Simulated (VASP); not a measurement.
# Ge in VASP: a series of runs

Runs on Ge. Level: PBE. Tasks: single point.

Program: VASP 6.6.1. These are calculated values, not measurements. Logs are shortened: lines on timing, memory, paths and dates and some standing lists are left out, and cuts for length are marked.

## 1. The cell of the first run

The typed cell holds 2 atoms: a = 5.223 Å, b = 3.957 Å, c = 3.949 Å, α = 82.69°, β = 48.73°, γ = 48.59°.

The cell was generated, and may not be a known phase.

## 2. Single point, PBE

The input, INCAR:

```
PREC     = Accurate       # precision mode
ENCUT    = 520            # plane-wave cutoff, eV
EDIFF    = 1E-6           # SCF threshold, eV
ISMEAR   = 0              # smearing method
SIGMA    = 0.1            # smearing width, eV
LREAL    = False          # projectors in reciprocal space
LASPH    = True           # aspherical terms in the spheres
NELM     = 80             # most SCF steps
ALGO     = Normal         # electronic algorithm
ISIF     = 2              # what is computed and relaxed
LWAVE    = False          # write WAVECAR
LCHARG   = False          # write CHGCAR
GGA      = PE             # functional
NBANDS   = 21             # bands
```

The input, KPOINTS:

```
regular mesh
0
Gamma
  6 6 6
```

The input, POSCAR:

```
Ge
1.0
    0.0000000000      3.6885483793      3.6976272601
    1.4103711437      0.0000000000      3.6976272601
    1.4103711437      3.6885483793      0.0000000000
Ge
2
Direct
    0.2500000000      0.2500000000      0.2500000000
    0.0000000000      0.0000000000      0.0000000000
```

Potentials or basis: VASP PAW PBE potentials, release 64 (Ge_d).

Launch:

```console
cat potpaw_PBE.64/Ge_d/POTCAR > POTCAR
mpirun -np 1 vasp_std > vasp.out
```

OUTCAR:

```text
PREC = Accurate
   ENCUT = 520
   EDIFF = 1E-6
   ISMEAR = 0
   LREAL = False
   LASPH = True
   NELM = 80
   ISIF = 2
   GGA = PE

 ion  position               nearest neighbor table
   1  0.250  0.250  0.250-   2 2.70   2 2.70   2 2.70   2 2.70
   2  0.000  0.000  0.000-   1 2.70   1 2.70   1 2.70   1 2.70

  LATTYP: Found a face centered orthorhombic cell.
 ALAT       =     2.8207422874
 B/A-ratio  =     2.6153033517
 C/A-ratio  =     2.6217405799

  Lattice vectors:

 A1 = (   0.0000000000,   3.6885483793,   3.6976272601)
 A2 = (   1.4103711437,   0.0000000000,   3.6976272601)
 A3 = (   1.4103711437,   3.6885483793,   0.0000000000)

Analysis of symmetry for initial positions (statically):
=====================================================================
 Subroutine PRICEL returns:
 Original cell was already a primitive cell.

 Routine SETGRP: Setting up the symmetry group for a
 face centered orthorhombic supercell.

 Subroutine GETGRP returns: Found  8 space group operations
 (whereof  4 operations were pure point group operations)
 out of a pool of  8 trial point group operations.

The static configuration has the point symmetry D_2 .
 The point group associated with its full space group is D_2h.

Analysis of symmetry for dynamics (positions and initial velocities):
=====================================================================
 Subroutine PRICEL returns:
 Original cell was already a primitive cell.

 Routine SETGRP: Setting up the symmetry group for a
 face centered orthorhombic supercell.

 Subroutine GETGRP returns: Found  8 space group operations
 (whereof  4 operations were pure point group operations)
 out of a pool of  8 trial point group operations.

The dynamic configuration has the point symmetry D_2 .
 The point group associated with its full space group is D_2h.

 Subroutine INISYM returns: Found  8 space group operations
 (whereof  4 operations are pure point group operations),
 and found     1 'primitive' translations

----------------------------------------------------------------------------------------

                                     Primitive cell

  volume of cell :      38.4718

  direct lattice vectors                    reciprocal lattice vectors
     0.000000000  3.688548379  3.697627260    -0.354516612  0.135554681  0.135221850
     1.410371144  0.000000000  3.697627260     0.354516612 -0.135554681  0.135221850
     1.410371144  3.688548379  0.000000000     0.354516612  0.135554681 -0.135221850

  length of vectors
     5.222818827  3.957473199  3.948991759     0.402916925  0.402916925  0.402916925

  position of ions in fractional coordinates (direct lattice)
     0.250000000  0.250000000  0.250000000
     0.000000000  0.000000000  0.000000000

  ion indices of the primitive-cell ions
   primitive index   ion index
                 1           1
                 2           2

----------------------------------------------------------------------------------------

 KPOINTS: regular mesh

Automatic generation of k-mesh.
 Grid dimensions read from file:
 generate k-points for:    6    6    6

 Generating k-lattice:

  Cartesian coordinates                     Fractional coordinates (reciprocal lattice)
    -0.059086102  0.022592447  0.022536975     0.166666667 -0.000000000 -0.000000000
     0.059086102 -0.022592447  0.022536975     0.000000000  0.166666667  0.000000000
     0.059086102  0.022592447 -0.022536975     0.000000000  0.000000000  0.166666667

  Length of vectors
     0.067152821  0.067152821  0.067152821

  Shift w.r.t. Gamma in fractional coordinates (k-lattice)
     0.000000000  0.000000000  0.000000000

 Subroutine IBZKPT returns following result:
 ===========================================

 Found     46 irreducible k-points:

 Following reciprocal coordinates:
            Coordinates               Weight
  0.000000  0.000000  0.000000      1.000000
  0.166667  0.000000  0.000000      8.000000
  0.333333  0.000000 -0.000000      8.000000
  0.500000  0.000000  0.000000      4.000000
  0.166667  0.166667  0.000000      2.000000
  0.333333  0.166667 -0.000000      8.000000
[... 16 lines left out ...]
 -0.166667  0.166667  0.166667      8.000000
  0.500000  0.333333  0.166667      4.000000
 [... further k-points ...]
   k-points           NKPTS =     46   k-points in BZ     NKDIM =     46   number of bands    NBANDS=     21
   number of dos      NEDOS =    301   number of ions     NIONS =      2
   total plane-waves  NPLWV =  36000
   dimension x,y,z NGX =    40 NGY =   30 NGZ =   30
   dimension x,y,z NGXF=    80 NGYF=   60 NGZF=   60
   ions per type =               2
   NGX,Y,Z   is equivalent  to a cutoff of  12.73, 12.60, 12.63 a.u.
   NGXF,Y,Z  is equivalent  to a cutoff of  25.46, 25.20, 25.26 a.u.
 SYSTEM =  unknown system
   PREC   = accura    normal or accurate (medium, high low for compatibility)
   ISTART =      0    job   : 0-new  1-cont  2-samecut
   ICHARG =      2    charge: 1-file 2-atom 10-const
   ISPIN  =      1    spin polarized calculation?
   LNONCOLLINEAR =      F non collinear calculations
   LSORBIT =      F    spin-orbit coupling
   LASPH  =      T    aspherical Exc in radial PAW
   ENCUT  =  520.0 eV  38.22 Ry    6.18 a.u.   9.71  7.36  7.34*2*pi/ulx,y,z
   NELM   =     80;   NELMIN=  2; NELMDL= -5     # of ELM steps
   EDIFF  = 0.1E-05   stopping-criterion for ELM
   LREAL  =      F    real-space projection
   EDIFFG = 0.1E-04   stopping-criterion for IOM
   NSW    =      0    number of steps for IOM
   IBRION =     -1    ionic relax: 0-MD 1-quasi-New 2-CG
   NFREE  =      0    steps in history (QN), initial steepest desc. (CG)
   ISIF   =      2    stress and relaxation
   ISYM   =      2    0-nonsym 1-usesym 2-fastsym
   POTIM  = 0.5000    time-step for ionic-motion
   TEBEG  =    0.0;   TEEND  =   0.0 temperature during run
   PSTRESS=    0.0 pullay stress
   NELECT =      28.0000    total number of electrons
   NUPDOWN=      -1.0000    fix difference up-down
   EMIN   =  10.00;   EMAX   =-10.00  energy-range for DOS
   EFERMI =   0.00;   METHOD = LEGACY
   ISMEAR =     0;   SIGMA  =   0.10  broadening in eV -4-tet -1-fermi 0-gaus
   EFERMI_NEDOS =   21; number of points for ismear=-14 and -15
   IALGO  =     38    algorithm
   IMIX   =      4    mixing-type and parameters
     AMIX     =   0.40;   BMIX     =  1.00
     AMIX_MAG =   1.60;   BMIX_MAG =  1.00
  volume/ion in A,a.u.               =      19.24       129.81
  Fermi-wavevector in a.u.,A,eV,Ry     =   1.472584  2.782781 29.504295  2.168505
  Thomas-Fermi vector in A             =   2.587581
   LORBIT       =      0    0 simple, 1 ext, 2 COOP (PROOUT), +10 PAW based schemes
   GGA     = PE    functional components
   LHFCALC =     F    Hartree Fock is set to
   AEXX    =    0.0000 exact exchange contribution
   IVDW    =     0    specifies the selected vdW correction
   LEPSILON=     F    determine dielectric tensor
   LRPA    =     F    only Hartree local field effects (RPA)
 non-spin polarized calculation
 Gauss-broadening in eV      SIGMA  =   0.10
  energy-cutoff  :      520.00
  volume of cell :       38.47
 maximum number of plane-waves:      1054
   NGX = 19   NGY = 15   NGZ = 15

 number of electron      28.0000003 magnetization

 Free energy of the ion-electron system (eV)
  ---------------------------------------------------
  ext. energy  EPLUGINS =         0.00000000
  ---------------------------------------------------
  free energy    TOTEN  =        -8.56274298 eV

  energy without entropy =       -8.55812958  energy(sigma->0) =       -8.56043628

 E-fermi :   6.5370     XC(G=0): -11.1306

 val. band max:        6.4175568319   @ k =   0.5000   0.3333   0.1667
 cond. band min:       6.5417287999   @ k =   0.0000   0.1667   0.1667
 fundamental gap:      0.1241719680
 Fermi energy:         6.5369693045

 k-point     1 :       0.0000    0.0000    0.0000
  band No.  band energies     occupation
      1     -18.3304      2.00000
      2     -18.3066      2.00000
      3     -18.2770      2.00000
      4     -18.2616      2.00000
      5     -18.1769      2.00000
      6     -18.1767      2.00000
[... 13 lines left out ...]
     20      17.6968      0.00000
     21      18.6751      0.00000

 k-point     2 :       0.1667    0.0000    0.0000
  band No.  band energies     occupation
      1     -18.3212      2.00000
      2     -18.2753      2.00000
      3     -18.2500      2.00000
      4     -18.2415      2.00000
      5     -18.1972      2.00000
      6     -18.1888      2.00000
[... 13 lines left out ...]
     20      16.4146      0.00000
     21      17.0337      0.00000

 k-point     3 :       0.3333    0.0000   -0.0000
  band No.  band energies     occupation
      1     -18.3018      2.00000
      2     -18.2412      2.00000
      3     -18.2398      2.00000
      4     -18.2333      2.00000
      5     -18.2126      2.00000
      6     -18.1972      2.00000
[... 13 lines left out ...]
     20      14.4240      0.00000
     21      17.6591      0.00000

 k-point     4 :       0.5000    0.0000    0.0000
  band No.  band energies     occupation
      1     -18.2924      2.00000
      2     -18.2600      2.00000
      3     -18.2540      2.00000
      4     -18.2276      2.00000
      5     -18.2081      2.00000
      6     -18.1984      2.00000
[... 13 lines left out ...]
     20      17.6824      0.00000
     21      18.5197      0.00000

 k-point     5 :       0.1667    0.1667    0.0000
  band No.  band energies     occupation
      1     -18.3176      2.00000
      2     -18.3084      2.00000
      3     -18.2839      2.00000
      4     -18.2502      2.00000
      5     -18.1824      2.00000
      6     -18.1710      2.00000
[... 13 lines left out ...]
     20      18.5076      0.00000
     21      18.9296      0.00000
[... 382 lines left out ...]
     20      18.2267      0.00000
     21      19.6856      0.00000

 k-point    22 :      -0.3333    0.1667    0.1667
  band No.  band energies     occupation
      1     -18.2813      2.00000
      2     -18.2487      2.00000
      3     -18.2353      2.00000
      4     -18.2307      2.00000
      5     -18.1987      2.00000
      6     -18.1934      2.00000
[... 13 lines left out ...]
     20      18.5130      0.00000
     21      19.1561      0.00000

 k-point    23 :      -0.1667    0.1667    0.1667
  band No.  band energies     occupation
      1     -18.2951      2.00000
      2     -18.2499      2.00000
      3     -18.2410      2.00000
      4     -18.2175      2.00000
      5     -18.2133      2.00000
      6     -18.2069      2.00000
[... 13 lines left out ...]
     20      17.1343      0.00000
     21      19.1551      0.00000

 k-point    24 :       0.5000    0.3333    0.1667
  band No.  band energies     occupation
      1     -18.3112      2.00000
      2     -18.3001      2.00000
      3     -18.2713      2.00000
      4     -18.2137      2.00000
      5     -18.1943      2.00000
      6     -18.1695      2.00000
[... 13 lines left out ...]
     20      18.7622      0.00000
     21      18.8870      0.00000

 [... further k-points ...]

------------------------ aborting loop because EDIFF is reached ----------------------------------------

  FORCE on cell =-STRESS in cart. coord.  units (eV):
  Direction    XX          YY          ZZ          XY          YZ          ZX
  --------------------------------------------------------------------------------------
  -------------------------------------------------------------------------------------
  Total       -0.1017602      0.0215925     -0.0300129      0.0000000      0.0000000      0.0000000
  in kB       -4.2378595      0.8992329     -1.2499041      0.0000000      0.0000000      0.0000000
  external PRESSURE =      -1.5295103 kB  Pullay stress =       0.0000000 kB

 VOLUME and BASIS-vectors are now :
 -----------------------------------------------------------------------------
  energy-cutoff  :      520.00
  volume of cell :       38.47
      direct lattice vectors                 reciprocal lattice vectors
     0.000000000  3.688548379  3.697627260    -0.354516612  0.135554681  0.135221850
     1.410371144  0.000000000  3.697627260     0.354516612 -0.135554681  0.135221850
     1.410371144  3.688548379  0.000000000     0.354516612  0.135554681 -0.135221850

 POSITION                                       TOTAL-FORCE (eV/Angst)
 -----------------------------------------------------------------------------------
      0.70519      1.84427      1.84881         0.000000     -0.000000      0.000000
      0.00000      0.00000      0.00000        -0.000000      0.000000      0.000000
 -----------------------------------------------------------------------------------
    total drift:                               -0.000000     -0.000000      0.000000

  FREE ENERGIE OF THE ION-ELECTRON SYSTEM (eV)
  ---------------------------------------------------
  free  energy   TOTEN  =        -8.5627429834 eV

  energy  without entropy=       -8.5581295836  energy(sigma->0) =       -8.56043628
```

It took 31 s on 1 thread of Intel Xeon Platinum 8259CL at 2.50GHz (Skylake/Cascade Lake), shared host; peak memory 0.19 GiB.

Results:

| Quantity | Value |
| --- | --- |
| Free energy | -8.5627 eV |
| Pressure | -0.2 GPa |
| Band gap on the k mesh | zero (bands 14 and 15 overlap by 4.47 eV) |

Levels at points of the mesh, in eV from the Fermi level:
| k point | band 10 | band 11 | band 12 | band 13 | band 14 | band 15 | band 16 | band 17 | band 18 | band 19 |
| --- | --- | --- | --- | --- | --- | --- | --- | --- | --- | --- |
| (0.00, 0.00, 0.00) | -24.59 | -13.14 | -4.41 | -2.42 | -2.38 | 3.21 | 7.15 | 7.17 | 7.80 | 7.99 |
| (0.50, 0.00, 0.00) | -24.63 | -8.06 | -6.37 | -2.83 | -2.10 | -1.39 | 2.41 | 3.29 | 5.16 | 8.48 |
| (0.50, 0.50, 0.00) | -24.67 | -10.50 | -10.50 | 0.46 | 0.46 | 1.66 | 1.66 | 7.26 | 7.26 | 11.16 |
| (0.50, 0.00, 0.50) | -24.67 | -10.49 | -10.49 | 0.44 | 0.44 | 1.62 | 1.62 | 7.25 | 7.25 | 11.15 |
| (0.00, 0.50, 0.50) | -24.71 | -8.94 | -8.94 | -5.81 | -5.81 | 5.97 | 5.97 | 10.38 | 10.38 | 14.88 |

Caveat: the k points lie up to 0.42 Å⁻¹ apart, too coarse for converged energies and pressures of a metal.

(Part 1 of 2 ends here.)

The gap in the log of VASP goes by the Fermi energy; the results here count the filled bands.